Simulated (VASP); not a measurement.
# GaN (Fm-3m) in VASP: notebook, part 3 of 3

VASP 6.6.1. The steps go on from the part before.

## (6) Single point, RPBE+D4

File INCAR:

```
ALGO = Normal ; EDIFF = 1E-6
ENCUT = 520 ; GGA = RP
ISIF = 2 ; ISMEAR = 0
IVDW = 13 ; LASPH = T
LCHARG = F ; LREAL = F
LWAVE = F ; NBANDS = 16
NELM = 100 ; PREC = Accurate
SIGMA = 0.05
```

File KPOINTS:

```
k-points
0
Gamma
  10 10 10
```

File POSCAR:

```
GaN
1.0
    0.0000000000      2.0692100263      2.0692100263
    2.0692100263      0.0000000000      2.0692100263
    2.0692100263      2.0692100263      0.0000000000
Ga N
1 1
Direct
    0.5000000000      0.5000000000      0.5000000000
    0.0000000000      0.0000000000      0.0000000000
```

Potentials or basis: VASP PAW PBE potentials, release 64 (Ga_d, N).

Run with:

```sh
$ cat potpaw_PBE.64/Ga_d/POTCAR potpaw_PBE.64/N/POTCAR > POTCAR
$ mpirun -np 1 vasp_std > vasp.out
```

OUTCAR:

```text
EDIFF = 1E-6
   ENCUT = 520
   GGA = RP
   ISIF = 2
   ISMEAR = 0
   IVDW = 13
   LASPH = T
   LREAL = F
   NELM = 100
   PREC = Accurate

 ion  position               nearest neighbor table
   1  0.500  0.500  0.500-   2 2.07   2 2.07   2 2.07   2 2.07   2 2.07   2 2.07
   2  0.000  0.000  0.000-   1 2.07   1 2.07   1 2.07   1 2.07   1 2.07   1 2.07

  LATTYP: Found a face centered cubic cell.
 ALAT       =     4.1384200526

  Lattice vectors:

 A1 = (   0.0000000000,   2.0692100263,   2.0692100263)
 A2 = (   2.0692100263,   0.0000000000,   2.0692100263)
 A3 = (   2.0692100263,   2.0692100263,   0.0000000000)

Analysis of symmetry for initial positions (statically):
=====================================================================
 Subroutine PRICEL returns:
 Original cell was already a primitive cell.

 Routine SETGRP: Setting up the symmetry group for a
 face centered cubic supercell.

 Subroutine GETGRP returns: Found 48 space group operations
 (whereof 48 operations were pure point group operations)
 out of a pool of 48 trial point group operations.

[... 162 lines left out ...]

 E-fermi :   9.0708     XC(G=0): -13.2913

 val. band max:        8.8115470019   @ k =  -0.2000   0.2000   0.0000
 cond. band min:       9.9394770301   @ k =   0.5000   0.5000   0.0000
 fundamental gap:      1.1279300282
 Fermi energy:         9.0708457680

 k-point     1 :       0.0000    0.0000    0.0000
  band No.  band energies     occupation
      1      -9.1537      2.00000
      2      -5.1363      2.00000
      3      -5.1363      2.00000
      4      -5.1363      2.00000
      5      -5.0262      2.00000
      6      -5.0262      2.00000
[... 433 lines left out ...]
      3      -4.9833      2.00000
      4      -4.9307      2.00000
      5      -4.8612      2.00000
      6      -4.0155      2.00000
[... 8 lines left out ...]
     15      34.4885      0.00000
     16      36.1494      0.00000

 [... further k-points ...]

------------------------ aborting loop because EDIFF is reached ----------------------------------------

  DFT-D4 for vdW energy calculation

  Edisp (eV):   -2.02697

  FORCE on cell =-STRESS in cart. coord.  units (eV):
  Direction    XX          YY          ZZ          XY          YZ          ZX
  --------------------------------------------------------------------------------------
  -------------------------------------------------------------------------------------
  Total       1.28297     1.28297     1.28297    -0.00000     0.00000    -0.00000
  in kB     116.00684   116.00684   116.00684    -0.00000     0.00000    -0.00000
  external pressure =      116.01 kB  Pullay stress =        0.00 kB

 VOLUME and BASIS-vectors are now :
 -----------------------------------------------------------------------------
  energy-cutoff  :      520.00
  volume of cell :       17.72
      direct lattice vectors                 reciprocal lattice vectors
     0.000000000  2.069210026  2.069210026    -0.241638110  0.241638110  0.241638110
     2.069210026  0.000000000  2.069210026     0.241638110 -0.241638110  0.241638110
     2.069210026  2.069210026  0.000000000     0.241638110  0.241638110 -0.241638110

 POSITION                                       TOTAL-FORCE (eV/Angst)
 -----------------------------------------------------------------------------------
      2.06921      2.06921      2.06921         0.000000      0.000000      0.000000
      0.00000      0.00000      0.00000         0.000000     -0.000000     -0.000000
 -----------------------------------------------------------------------------------
    total drift:                                0.000000     -0.000000      0.000000

  FREE ENERGIE OF THE ION-ELECTRON SYSTEM (eV)
  ---------------------------------------------------
  free  energy   TOTEN  =       -12.1882319982 eV

  energy  without entropy=      -12.1882319982  energy(sigma->0) =      -12.18823200
```

OSZICAR:

```text
N       E                     dE             d eps       ncg     rms          rms(c)
DAV:   1     0.778275671440E+02    0.77828E+02   -0.89270E+03  1632   0.219E+03
DAV:   2    -0.746310802719E+01   -0.85291E+02   -0.79068E+02  1768   0.330E+02
DAV:   3    -0.119873042902E+02   -0.45242E+01   -0.45119E+01  1704   0.638E+01
DAV:   4    -0.120257245565E+02   -0.38420E-01   -0.38417E-01  1880   0.622E+00
DAV:   5    -0.120261377618E+02   -0.41321E-03   -0.41320E-03  1816   0.599E-01    0.753E+00
DAV:   6    -0.101771913309E+02    0.18489E+01   -0.40604E+00  2152   0.413E+01    0.246E+00
DAV:   7    -0.101726249899E+02    0.45663E-02   -0.27108E-01  1776   0.514E+00    0.163E+00
DAV:   8    -0.101628417004E+02    0.97833E-02   -0.24098E-02  1784   0.242E+00    0.425E-01
DAV:   9    -0.101612479471E+02    0.15938E-02   -0.60973E-03  1912   0.224E+00    0.100E-01
DAV:  10    -0.101612521852E+02   -0.42381E-05   -0.41549E-04  1792   0.257E-01    0.155E-02
DAV:  11    -0.101612602867E+02   -0.81015E-05   -0.31817E-05  1832   0.658E-02    0.155E-02
DAV:  12    -0.101612642146E+02   -0.39279E-05   -0.27160E-06  1688   0.301E-02    0.228E-03
DAV:  13    -0.101612641162E+02    0.98313E-07   -0.40246E-07  1040   0.608E-03
   1 F= -.12188232E+02 E0= -.12188232E+02  d E =-.708582E-15
```

It took 26 s on 1 thread of Intel Xeon Platinum 8488C (Sapphire Rapids), shared host; peak memory 0.14 GiB.

Results:

| Quantity | Value |
| --- | --- |
| Free energy | -12.1882 eV |
| Pressure | 11.6 GPa |
| Band gap on the k mesh | 1.13 eV, indirect (least direct gap 3.59 eV) |
| Dispersion energy per atom | -1.013 eV |

Caveat: the PAW data sets were made with another functional, which shifts forces and pressure a little. A k mesh can miss the band edges.

## (7) Overview

| level | cell | gap on the mesh (eV) | pressure (GPa) |
| --- | --- | --- | --- |
| revPBE+D4 | a = 2.926 Å, angles 60.0°, 2 atoms | 1.10 | 11.6 |
| revPBE+D4 | a = 2.947 Å, angles 60.0°, 2 atoms | 0.96 | 5.9 |
| revPBE+D4 | a = 2.927 Å, angles 60.0°, 2 atoms | 1.10 | 11.5 |
| BLYP | a = 2.926 Å, angles 60.0°, 2 atoms | 0.96 | 35.1 |
| RPBE+D4 | a = 2.926 Å, angles 60.0°, 2 atoms | 1.13 | 11.6 |

Alike in all rows: task single point; potentials or basis VASP PAW PBE potentials, release 64 (Ga_d, N); no spin polarisation; k mesh 10 × 10 × 10; cutoff (eV) 520; smearing gaussian 0.05 eV.

On the cell as given the gap runs from 0.96 eV (BLYP) to 1.13 eV (RPBE+D4). The pressure there spans 11.6 GPa (revPBE+D4) to 35.1 GPa (BLYP); a positive pressure means that this level wants a larger cell, a negative one a smaller.

Caveats: the PAW data sets were made with another functional, which shifts forces and pressure a little.

Total energies depend on the potentials used, so only differences within one code and one set of settings carry meaning.
